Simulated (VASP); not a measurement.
# C (I4_1/amd) in VASP: further runs

C is run at these levels: r2SCAN; tasks: single point.

Program: VASP 6.6.1. These are calculated values, not measurements. Logs are shortened: lines on timing, memory, paths and dates and some standing lists are left out, and cuts for length are marked.

### Step 1. The cell of the first run

The structure is tetragonal, space group I4_1/amd (No. 141). The conventional cell has a = 2.439 Å, b = 2.439 Å, c = 3.794 Å, α = 90.00°, β = 90.00°, γ = 90.00°. Within 2.1 Å of C (site symmetry -4m2) lie 4 C at 1.54 Å.

### Step 2. Single point, r2SCAN

Input file POSCAR:

```
C
1.0
    0.0000000000      1.7244754414      1.8969229855
    1.7244754414      0.0000000000      1.8969229855
    1.7244754414      1.7244754414      0.0000000000
C
2
Direct
    0.5000000000      0.5000000000      0.5000000000
    0.7500000000      0.7500000000      0.7500000000
```

Input file INCAR.step1:

```
PREC = Accurate
ENCUT = 910
ISMEAR = 0
SIGMA = 0.05
LREAL = F
LASPH = T
NELM = 120
NBANDS = 11
GGA = PE
ALGO = Normal
EDIFF = 1E-5
LWAVE = T
LCHARG = F
GGA_COMPAT = F
```

Input file INCAR.step2:

```
PREC = Accurate
ENCUT = 910
EDIFF = 1E-6
ISMEAR = 0
SIGMA = 0.05
LREAL = F
LASPH = T
NELM = 120
ALGO = Normal
ISIF = 2
LWAVE = F
LCHARG = T
METAGGA = R2SCAN
LMIXTAU = T
LELF = T
LVHAR = T
NBANDS = 11
ISTART = 1
GGA_COMPAT = F
```

Input file KPOINTS:

```
Automatic mesh
0
Gamma
  12 12 12
```

Potentials or basis: VASP PAW PBE potentials, release 64 (C_h).

Command:

```sh
cat potpaw_PBE.64/C_h/POTCAR > POTCAR
cp INCAR.step1 INCAR
mpirun -np 1 vasp_std > vasp.out
cp INCAR.step2 INCAR
mpirun -np 1 vasp_std > vasp.out
```

OUTCAR:

```text
PREC = Accurate
   ENCUT = 910
   EDIFF = 1E-6
   ISMEAR = 0
   LREAL = F
   LASPH = T
   NELM = 120
   ISIF = 2
   METAGGA = R2SCAN
   ISTART = 1

 ion  position               nearest neighbor table
   1  0.500  0.500  0.500-
   2  0.750  0.750  0.750-

  LATTYP: Found a body centered tetragonal cell.
 ALAT       =     2.4387765572
 C/A-ratio  =     1.5556349186

  Lattice vectors:

 A1 = (  -1.7244754414,   0.0000000000,   1.8969229855)
 A2 = (   1.7244754414,   0.0000000000,   1.8969229855)
 A3 = (   0.0000000000,   1.7244754414,  -1.8969229855)

Analysis of symmetry for initial positions (statically):
=====================================================================
 Subroutine PRICEL returns:
 Original cell was already a primitive cell.

 Routine SETGRP: Setting up the symmetry group for a
 body centered tetragonal supercell.

 Subroutine GETGRP returns: Found 16 space group operations
 (whereof  8 operations were pure point group operations)
 out of a pool of 16 trial point group operations.

The static configuration has the point symmetry D_2d.
 The point group associated with its full space group is D_4h.

Analysis of symmetry for dynamics (positions and initial velocities):
=====================================================================
 Subroutine PRICEL returns:
 Original cell was already a primitive cell.

 Routine SETGRP: Setting up the symmetry group for a
 body centered tetragonal supercell.

 Subroutine GETGRP returns: Found 16 space group operations
 (whereof  8 operations were pure point group operations)
 out of a pool of 16 trial point group operations.

The dynamic configuration has the point symmetry D_2d.
 The point group associated with its full space group is D_4h.

 Subroutine INISYM returns: Found 16 space group operations
 (whereof  8 operations are pure point group operations),
 and found     1 'primitive' translations

----------------------------------------------------------------------------------------

                                     Primitive cell

  volume of cell :      11.2822

  direct lattice vectors                    reciprocal lattice vectors
     0.000000000  1.724475441  1.896922986    -0.289943242  0.289943242  0.263584765
     1.724475441  0.000000000  1.896922986     0.289943242 -0.289943242  0.263584765
     1.724475441  1.724475441  0.000000000     0.289943242  0.289943242 -0.263584765

  length of vectors
     2.563617046  2.563617046  2.438776557     0.487453686  0.487453686  0.487453686

  position of ions in fractional coordinates (direct lattice)
     0.500000000  0.500000000  0.500000000
     0.750000000  0.750000000  0.750000000

  ion indices of the primitive-cell ions
   primitive index   ion index
                 1           1
                 2           2

----------------------------------------------------------------------------------------

 KPOINTS: Automatic mesh

Automatic generation of k-mesh.
 Grid dimensions read from file:
 generate k-points for:   12   12   12

 Generating k-lattice:

  Cartesian coordinates                     Fractional coordinates (reciprocal lattice)
    -0.024161937  0.024161937  0.021965397     0.083333333  0.000000000  0.000000000
     0.024161937 -0.024161937  0.021965397     0.000000000  0.083333333  0.000000000
     0.024161937  0.024161937 -0.021965397     0.000000000  0.000000000  0.083333333

  Length of vectors
     0.040621140  0.040621140  0.040621140

  Shift w.r.t. Gamma in fractional coordinates (k-lattice)
     0.000000000  0.000000000  0.000000000

 Subroutine IBZKPT returns following result:
 ===========================================

 Found    163 irreducible k-points:

 Following reciprocal coordinates:
            Coordinates               Weight
  0.000000  0.000000  0.000000      1.000000
  0.083333 -0.000000  0.000000      8.000000
  0.166667  0.000000  0.000000      8.000000
  0.250000  0.000000  0.000000      8.000000
  0.333333  0.000000  0.000000      8.000000
  0.416667  0.000000  0.000000      8.000000
[... 16 lines left out ...]
  0.500000  0.166667  0.000000      8.000000
 -0.416667  0.166667  0.000000      8.000000
 [... further k-points ...]
   k-points           NKPTS =    163   k-points in BZ     NKDIM =    163   number of bands    NBANDS=     11
   number of dos      NEDOS =    301   number of ions     NIONS =      2
   total plane-waves  NPLWV =  18816
   dimension x,y,z NGX =    28 NGY =   28 NGZ =   24
   dimension x,y,z NGXF=    56 NGYF=   56 NGZF=   48
   ions per type =               2
   NGX,Y,Z   is equivalent  to a cutoff of  18.16, 18.16, 16.36 a.u.
   NGXF,Y,Z  is equivalent  to a cutoff of  36.31, 36.31, 32.72 a.u.
 SYSTEM =  unknown system
   PREC   = accura    normal or accurate (medium, high low for compatibility)
   ISTART =      1    job   : 0-new  1-cont  2-samecut
   ICHARG =      0    charge: 1-file 2-atom 10-const
   ISPIN  =      1    spin polarized calculation?
   LNONCOLLINEAR =      F non collinear calculations
   LSORBIT =      F    spin-orbit coupling
   LASPH  =      T    aspherical Exc in radial PAW
   ENCUT  =  910.0 eV  66.88 Ry    8.18 a.u.   6.31  6.31  6.00*2*pi/ulx,y,z
   NELM   =    120;   NELMIN=  2; NELMDL=  0     # of ELM steps
   EDIFF  = 0.1E-05   stopping-criterion for ELM
   LREAL  =      F    real-space projection
   EDIFFG = 0.1E-04   stopping-criterion for IOM
   NSW    =      0    number of steps for IOM
   IBRION =     -1    ionic relax: 0-MD 1-quasi-New 2-CG
   NFREE  =      0    steps in history (QN), initial steepest desc. (CG)
   ISIF   =      2    stress and relaxation
   ISYM   =      2    0-nonsym 1-usesym 2-fastsym
   POTIM  = 0.5000    time-step for ionic-motion
   TEBEG  =    0.0;   TEEND  =   0.0 temperature during run
   PSTRESS=    0.0 pullay stress
   NELECT =       8.0000    total number of electrons
   NUPDOWN=      -1.0000    fix difference up-down
   EMIN   =  10.00;   EMAX   =-10.00  energy-range for DOS
   EFERMI =   0.00;   METHOD = LEGACY
   ISMEAR =     0;   SIGMA  =   0.05  broadening in eV -4-tet -1-fermi 0-gaus
   EFERMI_NEDOS =   21; number of points for ismear=-14 and -15
   IALGO  =     38    algorithm
   IMIX   =      4    mixing-type and parameters
     AMIX     =   0.40;   BMIX     =  1.00
     AMIX_MAG =   1.60;   BMIX_MAG =  1.00
  volume/ion in A,a.u.               =       5.64        38.07
  Fermi-wavevector in a.u.,A,eV,Ry     =   1.459846  2.758708 28.996044  2.131149
  Thomas-Fermi vector in A             =   2.576365
   LORBIT       =      0    0 simple, 1 ext, 2 COOP (PROOUT), +10 PAW based schemes
   METAGGA = R2SCAN    functional components
   LHFCALC =     F    Hartree Fock is set to
   AEXX    =    0.0000 exact exchange contribution
   IVDW    =     0    specifies the selected vdW correction
   LEPSILON=     F    determine dielectric tensor
   LRPA    =     F    only Hartree local field effects (RPA)
 non-spin polarized calculation
 Gauss-broadening in eV      SIGMA  =   0.05
  energy-cutoff  :      910.00
  volume of cell :       11.28
 maximum number of plane-waves:       716
 NGX is ok and might be reduce to    28
   NGX = 13   NGY = 13   NGZ = 11

 number of electron       8.0000000 magnetization

 Free energy of the ion-electron system (eV)
  ---------------------------------------------------
  ext. energy  EPLUGINS =         0.00000000
  ---------------------------------------------------
  free energy    TOTEN  =       -19.49396236 eV

  energy without entropy =      -19.49396236  energy(sigma->0) =      -19.49396236

 E-fermi :  11.7657     XC(G=0): -14.3094

 val. band max:       11.5696903595   @ k =   0.0000   0.0000   0.0000
 cond. band min:      14.6985230634   @ k =   0.3333   0.0000   0.3333
 fundamental gap:      3.1288327038
 Fermi energy:        11.7656818050

 k-point     1 :       0.0000    0.0000    0.0000
  band No.  band energies     occupation
      1     -11.7337      2.00000
      2       9.8921      2.00000
      3      11.5696      2.00000
      4      11.5697      2.00000
      5      16.5693      0.00000
      6      16.5693      0.00000
      7      17.8427      0.00000
      8      24.7494      0.00000
      9      31.5929      0.00000
     10      35.1607      0.00000
     11      36.8349      0.00000

 k-point     2 :       0.0833   -0.0000    0.0000
  band No.  band energies     occupation
      1     -11.5310      2.00000
      2       9.2006      2.00000
      3      10.5979      2.00000
      4      11.2513      2.00000
      5      17.0111      0.00000
      6      17.0428      0.00000
      7      18.5377      0.00000
      8      24.9575      0.00000
      9      31.9321      0.00000
     10      33.7390      0.00000
     11      38.3899      0.00000

 k-point     3 :       0.1667    0.0000    0.0000
  band No.  band energies     occupation
      1     -10.9260      2.00000
      2       6.9373      2.00000
      3       9.3717      2.00000
      4      10.5854      2.00000
      5      17.6496      0.00000
      6      18.0997      0.00000
      7      19.8116      0.00000
      8      25.5695      0.00000
      9      32.2528      0.00000
     10      33.2505      0.00000
     11      36.2661      0.00000

 k-point     4 :       0.2500    0.0000    0.0000
  band No.  band energies     occupation
      1      -9.9280      2.00000
      2       4.0185      2.00000
      3       8.4269      2.00000
      4       9.9260      2.00000
      5      18.0091      0.00000
      6      19.1811      0.00000
      7      20.8304      0.00000
      8      26.4435      0.00000
      9      32.2488      0.00000
     10      34.2062      0.00000
     11      35.2954      0.00000

 k-point     5 :       0.3333    0.0000    0.0000
  band No.  band energies     occupation
      1      -8.5617      2.00000
      2       1.1047      2.00000
      3       7.7026      2.00000
      4       9.4200      2.00000
      5      18.0694      0.00000
      6      19.9238      0.00000
      7      21.4349      0.00000
      8      27.2614      0.00000
      9      32.6852      0.00000
     10      35.6273      0.00000
     11      35.6819      0.00000
[... 211 lines left out ...]
 k-point    21 :       0.3333    0.1667    0.0000
  band No.  band energies     occupation
      1      -9.0643      2.00000
      2       3.4292      2.00000
      3       6.5306      2.00000
      4       7.7856      2.00000
      5      18.6058      0.00000
      6      21.8676      0.00000
      7      22.4775      0.00000
      8      24.3201      0.00000
      9      31.4040      0.00000
     10      33.5325      0.00000
     11      39.9920      0.00000

 k-point    22 :       0.4167    0.1667    0.0000
  band No.  band energies     occupation
      1      -7.6522      2.00000
      2       0.9174      2.00000
      3       5.4076      2.00000
      4       7.6387      2.00000
      5      19.1262      0.00000
      6      22.0941      0.00000
      7      22.8073      0.00000
      8      25.6919      0.00000
      9      32.8841      0.00000
     10      33.4870      0.00000
     11      39.9098      0.00000

 k-point    23 :       0.5000    0.1667    0.0000
  band No.  band energies     occupation
      1      -6.0081      2.00000
      2      -1.4277      2.00000
      3       4.6147      2.00000
      4       7.7976      2.00000
      5      19.5027      0.00000
      6      22.1307      0.00000
      7      22.5879      0.00000
      8      27.3062      0.00000
      9      32.2829      0.00000
     10      35.3283      0.00000
     11      38.9881      0.00000

 k-point    24 :      -0.4167    0.1667    0.0000
  band No.  band energies     occupation
      1      -5.1908      2.00000
      2      -2.3927      2.00000
      3       4.1788      2.00000
      4       8.2362      2.00000
      5      19.9887      0.00000
      6      21.9982      0.00000
      7      22.0337      0.00000
      8      27.5750      0.00000
      9      32.4243      0.00000
     10      36.5445      0.00000
     11      36.6251      0.00000

 [... further k-points ...]
[... 5 lines left out ...]
  --------------------------------------------------------------------------------------
  -------------------------------------------------------------------------------------
  Total        2.4084228      2.4084228     -4.8995037      0.0000000      0.0000000      0.0000000
  in kB      342.0185003    342.0185003   -695.7752064      0.0000000      0.0000000      0.0000000
  external PRESSURE =      -3.9127353 kB  Pullay stress =       0.0000000 kB

 VOLUME and BASIS-vectors are now :
 -----------------------------------------------------------------------------
  energy-cutoff  :      910.00
  volume of cell :       11.28
      direct lattice vectors                 reciprocal lattice vectors
     0.000000000  1.724475441  1.896922986    -0.289943242  0.289943242  0.263584765
     1.724475441  0.000000000  1.896922986     0.289943242 -0.289943242  0.263584765
     1.724475441  1.724475441  0.000000000     0.289943242  0.289943242 -0.263584765

 POSITION                                       TOTAL-FORCE (eV/Angst)
 -----------------------------------------------------------------------------------
      1.72448      1.72448      1.89692         0.000000      0.000000     -0.000000
      2.58671      2.58671      2.84538        -0.000000     -0.000000      0.000000
 -----------------------------------------------------------------------------------
    total drift:                                0.000000      0.000000      0.000000

  FREE ENERGIE OF THE ION-ELECTRON SYSTEM (eV)
  ---------------------------------------------------
  free  energy   TOTEN  =       -19.4939623580 eV

  energy  without entropy=      -19.4939623580  energy(sigma->0) =      -19.49396236
```

It took 67 s on 1 thread of Intel Xeon 6975P-C (Granite Rapids), shared host; peak memory 0.17 GiB.

Results:

```yaml
Free_energy: -19.4940 eV
Pressure: -0.4 GPa
Band_gap_on_the_k_mesh: 3.13 eV, indirect (least direct gap 5.00 eV)
```

Caveat: the cutoff is under 1.25 times the usual one of these potentials, so pressure, stress and relaxed cells hold a basis-set (Pulay) error; the PAW data sets were made with another functional, which shifts forces and pressure a little. A k mesh can miss the band edges.

### Step 3. Single point, r2SCAN

Input file POSCAR:

```
C
1.0
    0.0000000000      1.7514247230      1.8389959592
    1.7514247230      0.0000000000      1.8389959592
    1.7514247230      1.7514247230      0.0000000000
C
2
Direct
    0.5000000000      0.5000000000      0.5000000000
    0.7500000000      0.7500000000      0.7500000000
```

Input file INCAR.step1:

```
SYSTEM = C
PREC     = Accurate       ! precision mode
ENCUT    = 910            ! plane-wave cutoff, eV
ISMEAR   = 0              ! smearing method
SIGMA    = 0.05           ! smearing width, eV
LREAL    = .FALSE.        ! projectors in reciprocal space
LASPH    = .TRUE.         ! aspherical terms in the spheres
NELM     = 120            ! most SCF steps
NBANDS   = 11             ! bands
GGA      = PE             ! functional
ALGO     = Normal         ! electronic algorithm
EDIFF    = 1E-5           ! SCF threshold, eV
LWAVE    = .TRUE.         ! write WAVECAR
LCHARG   = .FALSE.        ! write CHGCAR
GGA_COMPAT= .FALSE.
```

Input file INCAR.step2:

```
SYSTEM = C
PREC     = Accurate       ! precision mode
ENCUT    = 910            ! plane-wave cutoff, eV
EDIFF    = 1E-6           ! SCF threshold, eV
ISMEAR   = 0              ! smearing method
SIGMA    = 0.05           ! smearing width, eV
LREAL    = .FALSE.        ! projectors in reciprocal space
LASPH    = .TRUE.         ! aspherical terms in the spheres
NELM     = 120            ! most SCF steps
ALGO     = Normal         ! electronic algorithm
ISIF     = 2              ! what is computed and relaxed
LWAVE    = .FALSE.        ! write WAVECAR
LCHARG   = .FALSE.        ! write CHGCAR
METAGGA  = R2SCAN         ! meta-GGA
LMIXTAU  = .TRUE.       
NBANDS   = 11             ! bands
ISTART   = 1            
GGA_COMPAT= .FALSE.
```

Input file KPOINTS:

```
regular mesh
0
G
  12 12 12
  0 0 0
```

Potentials or basis: VASP PAW PBE potentials, release 64 (C_h).

Command:

```sh
cat potpaw_PBE.64/C_h/POTCAR > POTCAR
cp INCAR.step1 INCAR
mpirun -np 1 vasp_std > vasp.out
cp INCAR.step2 INCAR
mpirun -np 1 vasp_std > vasp.out
```

Run time: 98 s. Hardware: 1 thread of AMD EPYC 9R45 (Zen 5), shared host; peak memory 0.14 GiB.

It converged, with:

```yaml
Free_energy: -19.6621 eV
Pressure: -0.7 GPa
Band_gap_on_the_k_mesh: 3.74 eV, indirect (least direct gap 5.43 eV)
```

Stress tensor (GPa, compression positive):
```
 16.24   0.00   0.00
  0.00  16.24   0.00
  0.00   0.00 -34.68
```

Levels at points of the mesh, in eV from the valence-band top:
```csv
k point,band 1,band 2,band 3,band 4,band 5,band 6,band 7,band 8,band 9
"(0.00, 0.00, 0.00)",-23.02,-0.82,0.00,0.00,5.43,5.43,6.08,13.66,20.23
"(0.50, 0.00, 0.00)",-17.03,-14.35,-3.73,-2.77,7.71,8.87,9.70,16.53,22.94
"(0.50, 0.50, 0.00)",-14.39,-14.39,-6.43,-6.43,5.58,5.58,17.52,17.52,23.93
"(0.50, 0.00, 0.50)",-13.61,-13.61,-7.18,-7.18,4.38,4.38,17.68,17.68,24.57
```

Caveat: the cutoff is under 1.25 times the usual one of these potentials, so pressure, stress and relaxed cells hold a basis-set (Pulay) error; the PAW data sets were made with another functional, which shifts forces and pressure a little. A k mesh can miss the band edges.

(Continued in part 2 of 2.)
